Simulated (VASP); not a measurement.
NdScSb2, 4 atoms in the cell. Symmetry: P4/mmm, No. 123, tetragonal system. The conventional cell has a = 3.982 Å, b = 3.982 Å, c = 6.615 Å, α = 90.00°, β = 90.00°, γ = 90.00°. Nd (site symmetry 4/mmm) has 2 Sc at 3.31 Å and 8 Sb at 3.32 Å and 4 Nd at 3.98 Å within 4.4 Å. Within 4.2 Å of Sc (site symmetry 4/mmm) lie 8 Sb at 3.21 Å and 2 Nd at 3.31 Å and 4 Sc at 3.98 Å. Sb (site symmetry 4mm) has 6 Sb at 3.10 to 3.98 Å and 4 Sc at 3.21 Å and 4 Nd at 3.32 Å within 4.1 Å. The cell was generated, and may not be a known phase.

| Item | Value |
| --- | --- |
| Program | VASP 6.6.1 |
| Task | single point |
| Functional | PBE |
| Potentials or basis | VASP PAW PBE potentials, release 64 (Nd_3, Sc_sv, Sb), 4f in core |
| Cutoff | 500 eV |
| k mesh | 12 × 12 × 8 |
| Occupations | gaussian, width 0.1 eV |
| Spin | no spin polarisation |
| Dipole correction | no |
| Further INCAR settings | ALGO = Normal; EDIFF = 1e-06; NBANDS = 24 |

Potentials or basis: VASP PAW PBE potentials, release 64 (Nd_3, Sc_sv, Sb), 4f in core.

Launch:

```console
$ cat potpaw_PBE.64/Nd_3/POTCAR potpaw_PBE.64/Sc_sv/POTCAR potpaw_PBE.64/Sb/POTCAR > POTCAR
$ mpirun -np 1 vasp_std > vasp.out
```

Hardware: 1 thread of Intel(R) Xeon(R) Platinum 8488C (Sapphire Rapids), with other jobs on the host.

**Question.** Estimate the wall time of this run.

**Answer.** Wall time 5.1 min on 1 thread of Intel(R) Xeon(R) Platinum 8488C (Sapphire Rapids), on a shared host, peak memory 0.47 GiB. Counts: scf iterations 16, k points 140.
